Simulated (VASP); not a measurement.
Input of a VASP 6.6.1 run:

The input INCAR:

```
SYSTEM = Rh
PREC     = Accurate       ! precision mode
ENCUT    = 620            ! plane-wave cutoff, eV
EDIFF    = 1E-6           ! SCF threshold, eV
ISMEAR   = -1             ! smearing method
SIGMA    = 0.05           ! smearing width, eV
LREAL    = .FALSE.        ! projectors in reciprocal space
LASPH    = .TRUE.         ! aspherical terms in the spheres
NELM     = 120            ! most SCF steps
ALGO     = Normal         ! electronic algorithm
ISIF     = 2              ! what is computed and relaxed
LWAVE    = .FALSE.        ! write WAVECAR
LCHARG   = .FALSE.        ! write CHGCAR
GGA      = CA             ! functional
NBANDS   = 14             ! bands
GGA_COMPAT= .FALSE.
```

Contents of KPOINTS:

```
Automatic mesh
0
G
  17 17 17
  0 0 0
```

The input POSCAR:

```
Rh
1.0
    0.0000000000      1.8768295046      1.8768295046
    1.8768295046      0.0000000000      1.8768295046
    1.8768295046      1.8768295046      0.0000000000
Rh
1
Direct
    0.0000000000      0.0000000000      0.0000000000
```

Potentials or basis: VASP PAW LDA potentials, release 64 (Rh_sv_GW).

Run with:

```console
$ cat potpaw_LDA.64/Rh_sv_GW/POTCAR > POTCAR
$ mpirun -np 1 vasp_std > vasp.out
```

Question: Predict the pressure.

Answer: 0.5 GPa.

Question: What does it give for the band gap on the k mesh?

Answer: Zero (an odd number of electrons rules out a gap without spin polarisation).
